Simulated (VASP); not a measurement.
**CsO7: relaxation of cell and atoms with PBE**

The system is CsO7.

```
Cs O
1.0
     0.00000    3.49868    3.49868
     3.49868    0.00000    3.49868
     3.49868    3.49868    0.00000
Cs O
1 7
Direct
  0.00000 0.00000 0.00000
  0.50000 0.50000 0.50000
  0.00000 0.00000 0.50000
  0.50000 0.00000 0.50000
  0.00000 0.50000 0.50000
  0.50000 0.50000 0.00000
  0.00000 0.50000 0.00000
  0.50000 0.00000 0.00000
```

The cell was generated, and may not be a known phase.

```yaml
Program: VASP 6.6.1
Task: relaxation of cell and atoms
Functional: PBE
Potentials_or_basis: VASP PAW PBE potentials, release 64 (Cs_sv, O)
Cutoff: 600 eV
k_mesh: 10 × 10 × 10
Occupations: gaussian, width 0.1 eV
Spin: no spin polarisation
Dipole_correction: no
Further_INCAR_settings: ALGO = Normal; EDIFF = 1e-06; IBRION = 2; EDIFFG = -0.01; NSW = 100; ISIF = 3
```

The relaxed volume is 10.98 Å³/atom and the relaxed cell is a = 4.990 Å, b = 4.990 Å, c = 4.990 Å, α = 60.00°, β = 60.00°, γ = 60.00°. The space group after relaxing (to 0.1 Å) is Fm-3m (No. 225), the energy gained by relaxing is 1.7 meV/atom and the ionic steps are 3. The pressure after relaxing is 0.0 GPa and the band gap on the k mesh is zero (an odd number of electrons rules out a gap without spin polarisation).

Step by step:
| step | energy change (eV) | largest force (eV/Å) | pressure (GPa) | volume (Å³) |
| --- | --- | --- | --- | --- |
| 1 | 0.0000 | 0.0000 | 1.98 | 85.65 |
| 2 | -0.0124 | 0.0000 | 0.47 | 87.30 |
| 3 | -0.0133 | 0.0000 | 0.00 | 87.86 |

Final structure:
```
CELL_PARAMETERS angstrom
0.00000 3.52847 3.52847
3.52847 0.00000 3.52847
3.52847 3.52847 0.00000
ATOMIC_POSITIONS crystal
Cs 0.00000 0.00000 0.00000
O 0.50000 0.50000 0.50000
O 0.00000 0.00000 0.50000
O 0.50000 0.00000 0.50000
O 0.00000 0.50000 0.50000
O 0.50000 0.50000 0.00000
O 0.00000 0.50000 0.00000
O 0.50000 0.00000 0.00000
```

Levels at points of the mesh, in eV from the Fermi level:
```
           k point  band 22  band 23  band 24  band 25  band 26  band 27  band 28  band 29  band 30
(0.00, 0.00, 0.00)     0.36     0.36     0.36     0.60     0.60     0.82     0.82     0.82     1.48
(0.50, 0.00, 0.00)    -1.01    -0.76    -0.11    -0.11    -0.05     0.01     0.01     0.78     0.78
(0.50, 0.50, 0.00)    -1.37    -1.25    -1.05     0.09     0.09     0.15     0.15     0.31     0.57
```

It took 6 min on 1 thread of Intel(R) Xeon(R) Platinum 8488C (Sapphire Rapids), on a shared host, peak memory 0.31 GiB.

Caveat: spin-orbit coupling is left out, which moves the levels of the heavy elements; an odd number of electrons without spin polarisation forces a metal; a magnetic or distorted state may lie lower.
